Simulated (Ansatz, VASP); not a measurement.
**Two plane-wave programs on Ge**

```
Ge
1.0
    -3.48417    3.48417    3.48417
     3.48417   -3.48417    3.48417
     3.48417    3.48417   -3.48417
Ge
8
Direct
  0.50000 0.00000 0.79890
  0.79890 0.50000 0.00000
  0.00000 0.79890 0.50000
  0.70110 0.70110 0.70110
  0.50000 0.00000 0.20110
  0.20110 0.50000 0.00000
  0.00000 0.20110 0.50000
  0.29890 0.29890 0.29890
```

Alike in both runs: task relaxation of cell and atoms; functional PBE; k mesh 8 × 8 × 8; occupations gaussian, width 0.1 eV; no spin polarisation.

```csv
,VASP,Ansatz
version,VASP 6.6.1,Ansatz 0.2.0
potentials or method,"VASP PAW PBE potentials, release 64 (Ge_d), cutoff 600 eV","scalar-relativistic, plane waves, PAW"
valence electrons in the cell,112,112
```

|  | VASP | Ansatz | Ansatz less VASP |
| --- | --- | --- | --- |
| gap on the k mesh at the Fermi level, each at its own relaxed structure (eV) | none | none | - |
| relaxed volume (Å³/atom) | 21.99 | 21.98 | -0.009 |
| relaxed length of the cell vector where the two differ most in proportion (Å) | 6.114 | 6.113 | -0.0008 |

A gap of «none» marks a metal or a gap that the smearing closes.
